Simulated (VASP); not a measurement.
Sb2Pt, 12 atoms in the cell. The structure is cubic, space group Pa-3 (No. 205). Conventional cell: a = 6.442 Å, b = 6.442 Å, c = 6.442 Å, α = 90.00°, β = 90.00°, γ = 90.00°. Within 3.7 Å of Sb (site symmetry 3) lie 3 Pt at 2.67 Å and 7 Sb at 2.78 to 3.60 Å. Within 3.5 Å of Pt (site symmetry -3) lie 6 Sb at 2.67 Å. 

| Property | Result |
| --- | --- |
| Program | VASP 6.6.1 |
| Task | relaxation of cell and atoms |
| Functional | LDA |
| Potentials or basis | VASP PAW LDA potentials, release 64 (Sb, Pt) |
| Cutoff | 600 eV |
| k mesh | 5 × 5 × 5 |
| Occupations | fermi-dirac, width 0.1 eV |
| Spin | no spin polarisation |
| Dipole correction | no |
| Further INCAR settings | ALGO = Normal; EDIFF = 1e-07; IBRION = 2; EDIFFG = -0.01; NSW = 80; ISIF = 3 |

Potentials or basis: VASP PAW LDA potentials, release 64 (Sb, Pt).

Run with:

```sh
$ cat potpaw_LDA.64/Sb/POTCAR potpaw_LDA.64/Pt/POTCAR > POTCAR
$ mpirun -np 1 vasp_std > vasp.out
```

Hardware: 1 thread of AMD EPYC 9R45 96-Core Processor (Zen 5) (shared host).

**Question.** Estimate the wall time of this run.

**Answer.** Run time: 6.6 min on 1 thread of AMD EPYC 9R45 96-Core Processor (Zen 5), on a shared host, peak memory 0.37 GiB. Counts: scf iterations 48, k points 11, ion steps 5.
